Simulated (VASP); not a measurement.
Input of a VASP 6.6.1 run:

Contents of INCAR:

```
SYSTEM = Li3C8
PREC = Accurate ; ENCUT = 520
EDIFF = 1E-7 ; ISMEAR = 0
SIGMA = 0.1 ; LREAL = .FALSE.
LASPH = .TRUE. ; NELM = 100
ALGO = Normal ; ISIF = 2
LWAVE = .FALSE. ; LCHARG = .FALSE.
GGA = PE ; NBANDS = 32
```

KPOINTS

```
Automatic mesh
0
G
  9 9 10
  0 0 0
```

Contents of POSCAR:

```
Li3C8
1.0
    5.0999008204      0.0000000000      0.0000000000
   -2.5499504102      4.4166436673      0.0000000000
    0.0000000000      0.0000000000      3.5690093817
Li C
3 8
Direct
    0.5000000000      0.5000000000      0.5000000000
    0.0000000000      0.5000000000      0.5000000000
    0.5000000000      0.0000000000      0.5000000000
    0.3333333333      0.6666666667      0.0000000000
    0.3314219092      0.1657109546      0.0000000000
    0.8342890454      0.6685780908      0.0000000000
    0.8342890454      0.1657109546      0.0000000000
    0.1657109546      0.8342890454      0.0000000000
    0.1657109546      0.3314219092      0.0000000000
    0.6685780908      0.8342890454      0.0000000000
    0.6666666667      0.3333333333      0.0000000000
```

Potentials or basis: VASP PAW PBE potentials, release 64 (Li_sv, C).

The run is started by

```sh
$ cat potpaw_PBE.64/Li_sv/POTCAR potpaw_PBE.64/C/POTCAR > POTCAR
$ mpirun -np 1 vasp_std > vasp.out
```

Q: Estimate the band gap on the k mesh.

A: Zero (an odd number of electrons rules out a gap without spin polarisation).
